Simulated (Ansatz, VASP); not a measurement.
# AlAs in VASP and in Ansatz

```
CELL_PARAMETERS angstrom
0.00000 2.86381 2.86381
2.86381 0.00000 2.86381
2.86381 2.86381 0.00000
ATOMIC_POSITIONS crystal
Al 0.00000 0.00000 0.00000
As 0.25000 0.25000 0.25000
```

Alike in both runs: task single point; functional PBE; k mesh 6 × 6 × 6; no spin polarisation.

|  | VASP | Ansatz |
| --- | --- | --- |
| version | VASP 6.6.1 | Ansatz 0.2.0 |
| potentials or method | VASP PAW PBE potentials, release 64 (Al, As) | plane waves, PAW |
| plane-wave cutoff (eV) | 500 | 420 |
| occupations | gaussian, width 0.01 eV | fixed |
| valence electrons in the cell | 8 | 18 |

```tsv
	VASP	Ansatz	Ansatz less VASP
gap on the k mesh at the Fermi level (eV)	1.49	1.50	+0.009
pressure (GPa)	0.2	0.0	-0.16
```

VASP's potentials hold 8 valence electrons a cell and Ansatz's 18, so a difference there can come from the potentials and not from the codes.
